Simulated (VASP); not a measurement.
# Ir (P6_3/mmc) in VASP: notebook, part 2 of 2

VASP 6.6.1. Earlier steps stand in the parts before.

## Step 3: Single point, RPBE

This run uses another cell than the first one, of 14.72 Å³/atom, 1.042 times its volume.

The input, INCAR:

```
PREC = Accurate
ENCUT = 520
EDIFF = 1E-6
ISMEAR = -1
SIGMA = 0.1
LREAL = F
LASPH = T
NELM = 100
ALGO = Normal
ISIF = 2
LWAVE = F
LCHARG = F
GGA = RP
NBANDS = 26
```

The input, KPOINTS:

```
Automatic mesh
0
Gamma
  15 15 4
```

The input, POSCAR:

```
Ir
1.0
    2.7504968556      0.0000000000      0.0000000000
   -1.3752484278      2.3820001499      0.0000000000
    0.0000000000      0.0000000000      8.9853741662
Ir
4
Direct
    1.0000000000      1.0000000000      1.0000000000
    1.0000000000      1.0000000000      0.5000000000
    0.3333333333      0.6666666667      0.2500000000
    0.6666666667      0.3333333333      0.7500000000
```

Potentials or basis: VASP PAW PBE potentials, release 64 (Ir).

Run with:

```console
$ cat potpaw_PBE.64/Ir/POTCAR > POTCAR
$ mpirun -np 1 vasp_std > vasp.out
```

OUTCAR:

```text
PREC = Accurate
   ENCUT = 520
   EDIFF = 1E-6
   ISMEAR = -1
   LREAL = F
   LASPH = T
   NELM = 100
   ISIF = 2
   GGA = RP

 ion  position               nearest neighbor table
   1  0.000  0.000  0.000-   3 2.75   4 2.75   3 2.75   4 2.75   4 2.75   3 2.75
   2  0.000  0.000  0.500-   3 2.75   4 2.75   3 2.75   4 2.75   4 2.75   3 2.75
   3  0.333  0.667  0.250-   1 2.75   2 2.75   1 2.75   2 2.75   1 2.75   2 2.75
   4  0.667  0.333  0.750-   1 2.75   2 2.75   1 2.75   2 2.75   1 2.75   2 2.75

  LATTYP: Found a hexagonal cell.
 ALAT       =     2.7504968556
 C/A-ratio  =     3.2668185560

  Lattice vectors:

 A1 = (   2.7504968556,   0.0000000000,   0.0000000000)
 A2 = (  -1.3752484278,   2.3820001499,   0.0000000000)
 A3 = (   0.0000000000,   0.0000000000,   8.9853741662)

Analysis of symmetry for initial positions (statically):
=====================================================================
 Subroutine PRICEL returns:
 Original cell was already a primitive cell.

 Routine SETGRP: Setting up the symmetry group for a
 hexagonal supercell.

 Subroutine GETGRP returns: Found 24 space group operations
 (whereof 12 operations were pure point group operations)
 out of a pool of 24 trial point group operations.

The static configuration has the point symmetry D_3d.
 The point group associated with its full space group is D_6h.

Analysis of symmetry for dynamics (positions and initial velocities):
=====================================================================
 Subroutine PRICEL returns:
 Original cell was already a primitive cell.

 Routine SETGRP: Setting up the symmetry group for a
 hexagonal supercell.

 Subroutine GETGRP returns: Found 24 space group operations
 (whereof 12 operations were pure point group operations)
 out of a pool of 24 trial point group operations.

The dynamic configuration has the point symmetry D_3d.
 The point group associated with its full space group is D_6h.

 Subroutine INISYM returns: Found 24 space group operations
 (whereof 12 operations are pure point group operations),
 and found     1 'primitive' translations

----------------------------------------------------------------------------------------

                                     Primitive cell

  volume of cell :      58.8693

  direct lattice vectors                    reciprocal lattice vectors
     2.750496856  0.000000000  0.000000000     0.363570676  0.209907627  0.000000000
    -1.375248428  2.382000150  0.000000000     0.000000000  0.419815255  0.000000000
     0.000000000  0.000000000  8.985374166     0.000000000  0.000000000  0.111291971

  length of vectors
     2.750496856  2.750496856  8.985374166     0.419815255  0.419815255  0.111291971

  position of ions in fractional coordinates (direct lattice)
     0.000000000  0.000000000  0.000000000
     0.000000000  0.000000000  0.500000000
     0.333333333  0.666666667  0.250000000
     0.666666667  0.333333333  0.750000000

  ion indices of the primitive-cell ions
   primitive index   ion index
                 1           1
                 2           2
                 3           3
                 4           4

----------------------------------------------------------------------------------------

 KPOINTS: Automatic mesh

Automatic generation of k-mesh.
 Grid dimensions read from file:
 generate k-points for:   15   15    4

 Generating k-lattice:

  Cartesian coordinates                     Fractional coordinates (reciprocal lattice)
     0.024238045  0.013993842  0.000000000     0.066666667  0.000000000  0.000000000
     0.000000000  0.027987684  0.000000000     0.000000000  0.066666667  0.000000000
     0.000000000  0.000000000  0.027822993     0.000000000  0.000000000  0.250000000

  Length of vectors
     0.027987684  0.027987684  0.027822993

  Shift w.r.t. Gamma in fractional coordinates (k-lattice)
     0.000000000  0.000000000  0.000000000

 Subroutine IBZKPT returns following result:
 ===========================================

 Found     81 irreducible k-points:

 Following reciprocal coordinates:
            Coordinates               Weight
  0.000000  0.000000  0.000000      1.000000
  0.066667 -0.000000  0.000000      6.000000
  0.133333  0.000000  0.000000      6.000000
  0.200000 -0.000000  0.000000      6.000000
  0.266667  0.000000  0.000000      6.000000
  0.333333 -0.000000  0.000000      6.000000
[... 16 lines left out ...]
  0.333333  0.200000  0.000000     12.000000
  0.400000  0.200000  0.000000      6.000000
 [... further k-points ...]
   k-points           NKPTS =     81   k-points in BZ     NKDIM =     81   number of bands    NBANDS=     26
   number of dos      NEDOS =    301   number of ions     NIONS =      4
   total plane-waves  NPLWV =  28000
   dimension x,y,z NGX =    20 NGY =   20 NGZ =   70
   dimension x,y,z NGXF=    40 NGYF=   40 NGZF=  140
   ions per type =               4
   NGX,Y,Z   is equivalent  to a cutoff of  12.09, 12.09, 12.95 a.u.
   NGXF,Y,Z  is equivalent  to a cutoff of  24.18, 24.18, 25.90 a.u.
 SYSTEM =  unknown system
   PREC   = accura    normal or accurate (medium, high low for compatibility)
   ISTART =      0    job   : 0-new  1-cont  2-samecut
   ICHARG =      2    charge: 1-file 2-atom 10-const
   ISPIN  =      1    spin polarized calculation?
   LNONCOLLINEAR =      F non collinear calculations
   LSORBIT =      F    spin-orbit coupling
   LASPH  =      T    aspherical Exc in radial PAW
   ENCUT  =  520.0 eV  38.22 Ry    6.18 a.u.   5.11  5.11 16.71*2*pi/ulx,y,z
   NELM   =    100;   NELMIN=  2; NELMDL= -5     # of ELM steps
   EDIFF  = 0.1E-05   stopping-criterion for ELM
   LREAL  =      F    real-space projection
   EDIFFG = 0.1E-04   stopping-criterion for IOM
   NSW    =      0    number of steps for IOM
   IBRION =     -1    ionic relax: 0-MD 1-quasi-New 2-CG
   NFREE  =      0    steps in history (QN), initial steepest desc. (CG)
   ISIF   =      2    stress and relaxation
   ISYM   =      2    0-nonsym 1-usesym 2-fastsym
   POTIM  = 0.5000    time-step for ionic-motion
   TEBEG  =    0.0;   TEEND  =   0.0 temperature during run
   PSTRESS=    0.0 pullay stress
   NELECT =      36.0000    total number of electrons
   NUPDOWN=      -1.0000    fix difference up-down
   EMIN   =  10.00;   EMAX   =-10.00  energy-range for DOS
   EFERMI =   0.00;   METHOD = LEGACY
   ISMEAR =    -1;   SIGMA  =   0.10  broadening in eV -4-tet -1-fermi 0-gaus
   EFERMI_NEDOS =   21; number of points for ismear=-14 and -15
   IALGO  =     38    algorithm
   IMIX   =      4    mixing-type and parameters
     AMIX     =   0.40;   BMIX     =  1.00
     AMIX_MAG =   1.60;   BMIX_MAG =  1.00
  volume/ion in A,a.u.               =      14.72        99.32
  Fermi-wavevector in a.u.,A,eV,Ry     =   1.389566  2.625900 26.271417  1.930895
  Thomas-Fermi vector in A             =   2.513585
   LORBIT       =      0    0 simple, 1 ext, 2 COOP (PROOUT), +10 PAW based schemes
   GGA     = RP    functional components
   LHFCALC =     F    Hartree Fock is set to
   AEXX    =    0.0000 exact exchange contribution
   IVDW    =     0    specifies the selected vdW correction
   LEPSILON=     F    determine dielectric tensor
   LRPA    =     F    only Hartree local field effects (RPA)
 non-spin polarized calculation
  energy-cutoff  :      520.00
  volume of cell :       58.87
 maximum number of plane-waves:      1604
   NGX = 11   NGY = 11   NGZ = 33

 number of electron      36.0000001 magnetization

 Free energy of the ion-electron system (eV)
  ---------------------------------------------------
  ext. energy  EPLUGINS =         0.00000000
  ---------------------------------------------------
  free energy    TOTEN  =       -32.70397328 eV

  energy without entropy =      -32.56837008  energy(sigma->0) =      -32.63617168

 E-fermi :   9.8206     XC(G=0): -13.7129

 val. band max:        9.8168435914   @ k =   0.2667   0.0000   0.2500
 cond. band min:       9.8230295682   @ k =   0.1333   0.1333   0.0000
 fundamental gap:      0.0061859768
 Fermi energy:         9.8206203303

 k-point     1 :       0.0000    0.0000    0.0000
  band No.  band energies     occupation
      1      -0.8667      2.00000
      2       1.2598      2.00000
      3       1.2919      2.00000
      4       2.1317      2.00000
      5       5.6721      2.00000
      6       5.7099      2.00000
[... 685 lines left out ...]
     25      16.7834      0.00000
     26      17.1762      0.00000

 [... further k-points ...]

------------------------ aborting loop because EDIFF is reached ----------------------------------------

  FORCE on cell =-STRESS in cart. coord.  units (eV):
  Direction    XX          YY          ZZ          XY          YZ          ZX
  --------------------------------------------------------------------------------------
  -------------------------------------------------------------------------------------
  Total        0.0802079      0.0802079      0.0742317      0.0000000      0.0000000      0.0000000
  in kB        2.1829245      2.1829245      2.0202780      0.0000000      0.0000000      0.0000000
  external PRESSURE =       2.1287090 kB  Pullay stress =       0.0000000 kB

 VOLUME and BASIS-vectors are now :
 -----------------------------------------------------------------------------
  energy-cutoff  :      520.00
  volume of cell :       58.87
      direct lattice vectors                 reciprocal lattice vectors
     2.750496856  0.000000000  0.000000000     0.363570676  0.209907627  0.000000000
    -1.375248428  2.382000150  0.000000000     0.000000000  0.419815255  0.000000000
     0.000000000  0.000000000  8.985374166     0.000000000  0.000000000  0.111291971

 POSITION                                       TOTAL-FORCE (eV/Angst)
 -----------------------------------------------------------------------------------
      0.00000      0.00000      0.00000        -0.000000      0.000000      0.000000
      0.00000      0.00000      4.49269        -0.000000      0.000000      0.000000
     -0.00000      1.58800      2.24634         0.000000      0.000000     -0.000000
      1.37525      0.79400      6.73903        -0.000000     -0.000000      0.000000
 -----------------------------------------------------------------------------------
    total drift:                                0.000000     -0.000000      0.000000

  FREE ENERGIE OF THE ION-ELECTRON SYSTEM (eV)
  ---------------------------------------------------
  free  energy   TOTEN  =       -32.7039732786 eV

  energy  without entropy=      -32.5683700840  energy(sigma->0) =      -32.63617168
```

OSZICAR:

```text
N       E                     dE             d eps       ncg     rms          rms(c)
DAV:   1     0.367782599862E+03    0.36778E+03   -0.16032E+04  4212   0.138E+03
DAV:   2    -0.162378624629E+02   -0.38402E+03   -0.36039E+03  4246   0.414E+02
DAV:   3    -0.342937935817E+02   -0.18056E+02   -0.16828E+02  4918   0.979E+01
DAV:   4    -0.347949615683E+02   -0.50117E+00   -0.49329E+00  4704   0.153E+01
DAV:   5    -0.348053046960E+02   -0.10343E-01   -0.10334E-01  4790   0.203E+00    0.271E+01
DAV:   6    -0.330375599270E+02    0.17677E+01   -0.28793E+00  4558   0.170E+01    0.113E+01
DAV:   7    -0.327317828360E+02    0.30578E+00   -0.10049E+00  4982   0.971E+00    0.297E+00
DAV:   8    -0.327170975213E+02    0.14685E-01   -0.68298E-02  5674   0.338E+00    0.199E+00
DAV:   9    -0.327089714666E+02    0.81261E-02   -0.34980E-02  4672   0.218E+00    0.158E+00
DAV:  10    -0.327039379333E+02    0.50335E-02   -0.47884E-03  4662   0.955E-01    0.526E-02
DAV:  11    -0.327039582946E+02   -0.20361E-04   -0.15114E-04  4532   0.965E-02    0.306E-02
DAV:  12    -0.327039762742E+02   -0.17980E-04   -0.40803E-05  4720   0.701E-02    0.176E-02
DAV:  13    -0.327039729818E+02    0.32924E-05   -0.76432E-06  4490   0.278E-02    0.352E-03
DAV:  14    -0.327039732786E+02   -0.29675E-06   -0.59205E-07  2256   0.726E-03
   1 F= -.32703973E+02 E0= -.32636172E+02  d E =-.135603E+00
```

Run time: 85 s. Hardware: 1 thread of Intel Xeon 6975P-C, shared host; peak memory 0.24 GiB.

Results:

* Free energy: -32.7040 eV
* Pressure: 0.2 GPa
* Band gap on the k mesh: zero (band 18 reaches 10.73 eV, above the bottom of band 19 at 8.37 eV)

Levels at points of the mesh, in eV from the Fermi level:
| k point | band 16 | band 17 | band 18 | band 19 | band 20 | band 21 |
| --- | --- | --- | --- | --- | --- | --- |
| (0.00, 0.00, 0.00) | -1.69 | -1.69 | -0.97 | -0.97 | -0.67 | -0.34 |
| (0.00, 0.00, 0.50) | -2.54 | -1.31 | -1.31 | -1.31 | -1.31 | 0.19 |

Caveat: the PAW data sets were made with another functional, which shifts forces and pressure a little; spin-orbit coupling is left out, which moves the levels of the heavy elements.

## Step 4: Single point, RPBE (volume scaled by 1.04)

The input, INCAR:

```
SYSTEM = Ir
PREC     = Accurate       ! precision mode
ENCUT    = 520            ! plane-wave cutoff, eV
EDIFF    = 1E-6           ! SCF threshold, eV
ISMEAR   = -1             ! smearing method
SIGMA    = 0.1            ! smearing width, eV
LREAL    = .FALSE.        ! projectors in reciprocal space
LASPH    = .TRUE.         ! aspherical terms in the spheres
NELM     = 100            ! most SCF steps
ALGO     = Normal         ! electronic algorithm
ISIF     = 2              ! what is computed and relaxed
LWAVE    = .FALSE.        ! write WAVECAR
LCHARG   = .FALSE.        ! write CHGCAR
GGA      = RP             ! functional
NBANDS   = 26             ! bands
```

The input, KPOINTS:

```
Automatic mesh
0
G
  15 15 4
  0 0 0
```

The input, POSCAR:

```
Ir
1.0
    2.7866917544      0.0000000000      0.0000000000
   -1.3933458772      2.4133458518      0.0000000000
    0.0000000000      0.0000000000      9.1036163333
Ir
4
Direct
    1.0000000000      1.0000000000      1.0000000000
    1.0000000000      1.0000000000      0.5000000000
    0.3333333333      0.6666666667      0.2500000000
    0.6666666667      0.3333333333      0.7500000000
```

Run with:

```console
$ cat potpaw_PBE.64/Ir/POTCAR > POTCAR
$ mpirun -np 1 vasp_std > vasp.out
```

Run time: 88 s. Hardware: 1 thread of Intel Xeon 6975P-C, shared host; peak memory 0.25 GiB.

The run converged. Its results:

```
Free energy            : -32.6188 eV
Pressure               : -11.5 GPa
Band gap on the k mesh : zero (band 18 reaches 10.02 eV, above the bottom of band 19 at 7.82 eV)
```

Stress tensor (GPa, compression positive):
```
-11.46   0.00   0.00
  0.00 -11.46   0.00
  0.00   0.00 -11.55
```

Levels at points of the mesh, in eV from the Fermi level:
```
           k point  band 14  band 15  band 16  band 17  band 18  band 19  band 20  band 21  band 22  band 23
(0.00, 0.00, 0.00)    -2.93    -2.93    -1.58    -1.58    -0.91    -0.91    -0.55    -0.32    -0.32     0.60
(0.00, 0.00, 0.50)    -3.18    -2.39    -2.39    -1.23    -1.23    -1.23    -1.23     0.18     0.18     0.18
```

Caveat: the cell differs from its parent crystal (volume scaled by 1.04); the PAW data sets were made with another functional, which shifts forces and pressure a little; spin-orbit coupling is left out, which moves the levels of the heavy elements.

## Step 5: Summary

```tsv
cell	gap on the mesh (eV)	pressure (GPa)
a = 2.713, b = 2.713, c = 8.864 Å, angles 90.0, 90.0, 120.0°, 4 atoms	none	15.2
a = 2.750, b = 2.750, c = 8.985 Å, angles 90.0, 90.0, 120.0°, 4 atoms	none	0.2
a = 2.787, b = 2.787, c = 9.104 Å, angles 90.0, 90.0, 120.0°, 4 atoms	none	-11.5
```

Alike in all rows: task single point; level RPBE; potentials or basis VASP PAW PBE potentials, release 64 (Ir); no spin polarisation; k mesh 15 × 15 × 4; cutoff (eV) 520; smearing fermi-dirac 0.1 eV.

Caveats: the PAW data sets were made with another functional, which shifts forces and pressure a little; spin-orbit coupling is left out, which moves the levels of the heavy elements.

Absolute energies hang on the potentials; compare differences alone.
